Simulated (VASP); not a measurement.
A run of VASP 6.6.1:

The input INCAR:

```
SYSTEM = Pd
ALGO = Normal
EDIFF = 1E-6
ENCUT = 500
GGA = PE
GGA_COMPAT = .FALSE.
ISIF = 2
ISMEAR = -1
LASPH = .TRUE.
LCHARG = .FALSE.
LREAL = .FALSE.
LWAVE = .FALSE.
NBANDS = 17
NELM = 120
PREC = Accurate
SIGMA = 0.1
```

The input KPOINTS:

```
k-points
0
G
  17 17 9
  0 0 0
```

The input POSCAR:

```
Pd
1.0
    2.2355904957      0.0000000000      0.0000000000
   -1.1177952478      1.9360781618      0.0000000000
    0.0000000000      0.0000000000      3.7073204124
Pd
2
Direct
    0.3333333333      0.6666666667      0.2500000000
    0.6666666667      0.3333333333      0.7500000000
```

Potentials or basis: VASP PAW PBE potentials, release 64 (Pd).

Launch:

```sh
$ cat potpaw_PBE.64/Pd/POTCAR > POTCAR
$ mpirun -np 1 vasp_std > vasp.out
```

Hardware: 1 thread of AMD EPYC 7R13, on a shared host.

Question: How long does it take, and how much memory?

Answer: It took 71 s on 1 thread of AMD EPYC 7R13 (shared host), peak memory 0.12 GiB. Counts: scf iterations 10, k points 165.
